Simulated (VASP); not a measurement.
Wanted: the native input for a VASP 6.6.1 run.

| Property | Result |
| --- | --- |
| Task | single point |
| Functional | PBEsol |
| Potentials or basis | VASP PAW PBE potentials, release 64 (Ru_pv) |
| Cutoff | 520 eV |
| k mesh | 18 × 18 × 10 |
| Occupations | gaussian, width 0.15 eV |
| Spin | no spin polarisation |
| Dipole correction | no |
| Further INCAR settings | ALGO = Fast; EDIFF = 1e-06; NBANDS = 21 |

The structure of Ru lies in POSCAR:

```
Ru
1.0
    2.6896847531      0.0000000000      0.0000000000
   -1.3448423765      2.3293353243      0.0000000000
    0.0000000000      0.0000000000      4.3544000000
Ru
2
Direct
    0.3333333333      0.6666666667      0.2500000000
    0.6666666667      0.3333333333      0.7500000000
```

The input as run:

INCAR

```
PREC = Accurate
ENCUT = 520
EDIFF = 1E-6
ISMEAR = 0
SIGMA = 0.15
LREAL = F
LASPH = T
NELM = 100
ALGO = Fast
ISIF = 2
LWAVE = F
LCHARG = F
GGA = PS
NBANDS = 21
```

KPOINTS

```
Automatic mesh
0
Gamma
  18 18 10
```

Potentials or basis: VASP PAW PBE potentials, release 64 (Ru_pv).

Run with:

```bash
$ cat potpaw_PBE.64/Ru_pv/POTCAR > POTCAR
$ mpirun -np 1 vasp_std > vasp.out
```

It gave:

```
Pressure               : -8.0 GPa
Band gap on the k mesh : zero (band 14 reaches 14.18 eV, above the bottom of band 15 at 11.11 eV)
```

Caveat: the PAW data sets were made with another functional, which shifts forces and pressure a little.

Wall time 41 s on 1 thread of Intel(R) Xeon(R) 6975P-C (Granite Rapids), on a shared host, peak memory 0.21 GiB.
